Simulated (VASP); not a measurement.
# BeTe (F-43m) in VASP: elastic constants with PBE

Aim: the elastic constants of BeTe with PBE.

All numbers are computed with VASP 6.6.1; they aren't measurements. Logs are shortened: lines on timing, memory, paths and dates and some standing lists are left out, and cuts for length are marked.

## 1. The cell of the first run

It takes space group F-43m (No. 216, cubic). Conventional cell: a = 5.665 Å, b = 5.665 Å, c = 5.665 Å, α = 90.00°, β = 90.00°, γ = 90.00°. Within 3.2 Å of Be (site symmetry -43m) lie 4 Te at 2.45 Å. Within 3.2 Å of Te (site symmetry -43m) lie 4 Be at 2.45 Å.

## 2. Elastic constants, PBE

File INCAR:

```
PREC = Accurate
ENCUT = 600
EDIFF = 1E-8
ISMEAR = 0
SIGMA = 0.01
LREAL = F
LASPH = T
NELM = 80
ALGO = Normal
ISIF = 3
LWAVE = F
LCHARG = F
GGA = PE
NBANDS = 11
IBRION = 6
NFREE = 2
POTIM = 0.015
NSW = 1
```

File KPOINTS:

```
regular mesh
0
Gamma
  10 10 10
```

File POSCAR:

```
BeTe
1.0
    0.0000000000      2.8324841938      2.8324841938
    2.8324841938      0.0000000000      2.8324841938
    2.8324841938      2.8324841938      0.0000000000
Be Te
1 1
Direct
    0.0000000000      0.0000000000      0.0000000000
    0.7500000000      0.7500000000      0.7500000000
```

Potentials or basis: VASP PAW PBE potentials, release 64 (Be, Te).

On the command line:

```console
$ cat potpaw_PBE.64/Be/POTCAR potpaw_PBE.64/Te/POTCAR > POTCAR
$ mpirun -np 1 vasp_std > vasp.out
```

OUTCAR:

```text
PREC = Accurate
   ENCUT = 600
   EDIFF = 1E-8
   ISMEAR = 0
   LREAL = F
   LASPH = T
   NELM = 80
   ISIF = 3
   GGA = PE
   IBRION = 6
   NFREE = 2
   POTIM = 0.015
   NSW = 1

 ion  position               nearest neighbor table
   1  0.000  0.000  0.000-   2 2.45   2 2.45   2 2.45   2 2.45
   2  0.750  0.750  0.750-   1 2.45   1 2.45   1 2.45   1 2.45

  LATTYP: Found a face centered cubic cell.
 ALAT       =     5.6649683876

  Lattice vectors:

 A1 = (   0.0000000000,   2.8324841938,   2.8324841938)
 A2 = (   2.8324841938,   0.0000000000,   2.8324841938)
 A3 = (   2.8324841938,   2.8324841938,   0.0000000000)

Analysis of symmetry for initial positions (statically):
=====================================================================
 Subroutine PRICEL returns:
 Original cell was already a primitive cell.

 Routine SETGRP: Setting up the symmetry group for a
 face centered cubic supercell.

 Subroutine GETGRP returns: Found 24 space group operations
 (whereof 24 operations were pure point group operations)
 out of a pool of 48 trial point group operations.

The static configuration has the point symmetry T_d .

Analysis of symmetry for dynamics (positions and initial velocities):
=====================================================================
 Subroutine PRICEL returns:
 Original cell was already a primitive cell.

 Routine SETGRP: Setting up the symmetry group for a
 face centered cubic supercell.

 Subroutine GETGRP returns: Found 24 space group operations
 (whereof 24 operations were pure point group operations)
 out of a pool of 48 trial point group operations.

The dynamic configuration has the point symmetry T_d .

 Subroutine INISYM returns: Found 24 space group operations
 (whereof 24 operations are pure point group operations),
 and found     1 'primitive' translations

----------------------------------------------------------------------------------------

[... 670 lines left out ...]
      7      12.3697      0.00000
      8      12.5610      0.00000
      9      15.4581      0.00000
     10      16.6967      0.00000
     11      17.1073      0.00000

 [... further k-points ...]

------------------------ aborting loop because EDIFF is reached ----------------------------------------

  FORCE on cell =-STRESS in cart. coord.  units (eV):
  Direction    XX          YY          ZZ          XY          YZ          ZX
  --------------------------------------------------------------------------------------
  -------------------------------------------------------------------------------------
  Total        0.0286676      0.0299702      0.0299702      0.0000000     -0.0637196      0.0000000
  in kB        1.0105785      1.0564943      1.0564943      0.0000000     -2.2462125      0.0000000
  external PRESSURE =       1.0411891 kB  Pullay stress =       0.0000000 kB
[... 17 lines left out ...]
  FREE ENERGIE OF THE ION-ELECTRON SYSTEM (eV)
  ---------------------------------------------------
  free  energy   TOTEN  =        -7.6243560725 eV

  energy  without entropy=       -7.6243560725  energy(sigma->0) =       -7.62435607

 INTERNAL STRAIN TENSORS FROM STRAINED CELLS
 ============================================

 INTERNAL STRAIN TENSOR FOR ION    1 for displacements in x,y,z  (eV/Angst):
          X           Y           Z          XY          YZ          ZX
  --------------------------------------------------------------------------------
  x    -0.00000     0.00000    -0.00000    -0.00000    -4.24883     0.00000
  y     0.00000    -0.00000     0.00000     0.00000     0.00000    -4.24883
  z     0.00000     0.00000    -0.00000    -4.24883     0.00000     0.00000

 INTERNAL STRAIN TENSORS FROM DISPLACED ATOMS
 ============================================

 INTERNAL STRAIN TENSOR FOR ION    1 for displacements in x,y,z  (eV/Angst):
          X           Y           Z          XY          YZ          ZX
  --------------------------------------------------------------------------------
  x     0.00000    -0.00000    -0.00000     0.00000    -4.24099     0.00000
  y    -0.00000    -0.00000    -0.00000     0.00000     0.00000    -4.24099
  z    -0.00000    -0.00000     0.00000    -4.24099     0.00000     0.00000

 INTERNAL STRAIN TENSOR FOR ION    2 for displacements in x,y,z  (eV/Angst):
          X           Y           Z          XY          YZ          ZX
  --------------------------------------------------------------------------------
  x     0.00000     0.00000     0.00000     0.00000     4.24668     0.00000
  y     0.00000    -0.00000     0.00000     0.00000     0.00000     4.24668
  z     0.00000     0.00000     0.00000     4.24668     0.00000     0.00000

 Eigenvectors and eigenvalues of the dynamical matrix
 ----------------------------------------------------

   1 f  =   13.678125 THz    85.942196 2PiTHz  456.253147 cm-1    56.568155 meV
             X         Y         Z           dx          dy          dz
      0.000000  0.000000  0.000000     0.966453    0.000000    0.000000
      4.248726  4.248726  4.248726    -0.256843    0.000000    0.000000
[... 21 lines left out ...]
   6 f/i=    0.000179 THz     0.001126 2PiTHz    0.005979 cm-1     0.000741 meV
             X         Y         Z           dx          dy          dz
      0.000000  0.000000  0.000000    -0.188980    0.155235   -0.078466
      4.248726  4.248726  4.248726    -0.711097    0.584122   -0.295254

--------------------------------------------------------------------------------------------------------

 ELASTIC MODULI CONTR FROM IONIC RELAXATION (kBar)
 Direction    XX          YY          ZZ          XY          YZ          ZX
 --------------------------------------------------------------------------------
 XX          -0.0000     -0.0000     -0.0000     -0.0000      0.0000     -0.0000
 YY          -0.0000     -0.0000     -0.0000     -0.0000     -0.0000     -0.0000
 ZZ          -0.0000     -0.0000     -0.0000      0.0000     -0.0000     -0.0000
 XY          -0.0000     -0.0000      0.0000    -98.5226     -0.0000     -0.0000
 YZ           0.0000     -0.0000     -0.0000     -0.0000    -98.5226     -0.0000
 ZX          -0.0000     -0.0000     -0.0000     -0.0000     -0.0000    -98.5226
 --------------------------------------------------------------------------------

 TOTAL ELASTIC MODULI (kBar)
 Direction    XX          YY          ZZ          XY          YZ          ZX
 --------------------------------------------------------------------------------
 XX         966.5226    368.8720    368.8720     -0.0000     -0.0000     -0.0000
 YY         368.8720    966.5226    368.8720     -0.0000     -0.0000     -0.0000
 ZZ         368.8720    368.8720    966.5226     -0.0000     -0.0000     -0.0000
 XY          -0.0000     -0.0000     -0.0000    493.8076     -0.0000     -0.0000
 YZ          -0.0000     -0.0000     -0.0000     -0.0000    493.8076     -0.0000
 ZX          -0.0000     -0.0000     -0.0000     -0.0000     -0.0000    493.8076
 --------------------------------------------------------------------------------
```

It took 8.1 min on 1 thread of Intel Xeon 6975P-C (Granite Rapids), shared host; peak memory 0.39 GiB.

What came out:

```yaml
Elastic_constants_C11_C12_C44: 97, 37, 49 GPa
Voigt_bulk_modulus: 57 GPa
Highest_phonon_frequency_at_Γ_LO-TO_splitting_left_out: 456 cm⁻¹
```

Phonon frequencies in cm⁻¹ (negative: imaginary):
```tsv
q point	frequencies
(0.000, 0.000, 0.000)	0 0 0 456 456 456
```

Elastic tensor in Voigt notation (GPa, in the Cartesian axes of the cell as first typed):
```
97 37 37  0  0  0
37 97 37  0  0  0
37 37 97  0  0  0
 0  0  0 49  0  0
 0  0  0  0 49  0
 0  0  0  0  0 49
```

Clamped-ion elastic tensor (GPa):
```
97 37 37  0  0  0
37 97 37  0  0  0
37 37 97  0  0  0
 0  0  0 59  0  0
 0  0  0  0 59  0
 0  0  0  0  0 59
```

Caveat: spin-orbit coupling is left out, which moves the levels of the heavy elements.
